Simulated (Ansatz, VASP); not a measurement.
Two plane-wave programs on Mo

```xyz
1
Lattice="-1.3643 1.6803 1.6961 1.3643 -1.6803 1.6961 1.3643 1.6803 -1.6961" Properties=species:S:1:pos:R:3 pbc="T T T"
Mo    0.0000    0.0000    0.0000
```

Change from the starting cell: strain +e along x and -e along y -0.1000, strain +e along z and -e/2 along x and y +0.0733.

Alike in both runs: task single point; functional PBE; k mesh 20 × 20 × 20; occupations gaussian, width 0.15 eV; no spin polarisation.

```csv
,VASP,Ansatz
version,VASP 6.6.1,Ansatz 0.2.0
potentials or method,"VASP PAW PBE potentials, release 64 (Mo_sv), cutoff 520 eV","scalar-relativistic, plane waves, PAW"
valence electrons in the cell,14,14
```

|  | VASP | Ansatz | Ansatz less VASP |
| --- | --- | --- | --- |
| gap on the k mesh at the Fermi level (eV) | none | none | - |
| pressure (GPa) | 9.7 | 9.2 | -0.55 |
| traceless stress, the component that is largest in VASP (GPa) | 21.10 | 21.05 | -0.048 |

A gap of «none» marks a metal or a gap that the smearing closes.
